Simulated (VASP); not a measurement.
Set up this calculation in VASP 6.6.1, as the native input.

- Task: single point
- Functional: PBE
- Dispersion: D3(BJ)
- Potentials or basis: VASP PAW PBE potentials, release 64 (Si)
- Cutoff: 520 eV
- k mesh: 2 × 2 × 2
- Occupations: gaussian, width 0.05 eV
- Spin: no spin polarisation
- Dipole correction: no
- Further INCAR settings: LREAL = Auto; ALGO = Normal; EDIFF = 1e-06; NBANDS = 48

The structure of Si (a cell with a defect) lies in POSCAR:

```
Si
1.0
    0.0000000000      5.4300000000      5.4300000000
    5.4300000000      0.0000000000      5.4300000000
    5.4300000000      5.4300000000      0.0000000000
Si
17
Direct
   -0.0136026703     -0.0125665746      0.0387065378
    0.1279141805      0.1288381215      0.1284644567
    0.0064539595      0.0072504604      0.5071167587
    0.1102348066      0.1113804788      0.6670001842
    0.0071725599      0.5007740331     -0.0087519337
    0.1278953039      0.6147512891      0.1284824125
    0.0064138122      0.4791725599      0.5071309392
    0.1389290055      0.6207726519      0.6194925414
    0.4998248619      0.0081191529     -0.0088217311
    0.6137273481      0.1289126151      0.1283953039
    0.4780372007      0.0074125230      0.5070648250
    0.6198337937      0.1398658379      0.6194424494
    0.4998087477      0.5008301105     -0.0088113260
    0.6334597606      0.6344067219      0.0976728361
    0.5088365562      0.5097868324      0.4715446593
    0.6198225599      0.6208131676      0.6194500000
    0.8543650092      0.8556220994      0.4344058932
```

The input as run:

INCAR

```
SYSTEM = Si
ALGO = Normal
EDIFF = 1E-6
ENCUT = 520
GGA = PE
ISIF = 2
ISMEAR = 0
IVDW = 12
LASPH = .True.
LCHARG = .False.
LREAL = Auto
LWAVE = .False.
NBANDS = 48
NELM = 100
PREC = Accurate
SIGMA = 0.05
```

KPOINTS

```
k-points
0
Gamma
  2 2 2
  0 0 0
```

Potentials or basis: VASP PAW PBE potentials, release 64 (Si).

Command:

```sh
$ cat potpaw_PBE.64/Si/POTCAR > POTCAR
$ mpirun -np 1 vasp_std > vasp.out
```

Results of the run:

```
Pressure                   : 2.0 GPa
Largest force              : 0.409 eV/Å
Band gap on the k mesh     : zero (bands 34 and 35 overlap by 0.13 eV)
Dispersion energy per atom : -0.332 eV
```

Caveat: the k points lie up to 0.50 Å⁻¹ apart.

It took 2.5 min on 1 thread of AMD EPYC 9R45 96-Core Processor (Zen 5), on a shared host, peak memory 0.43 GiB.
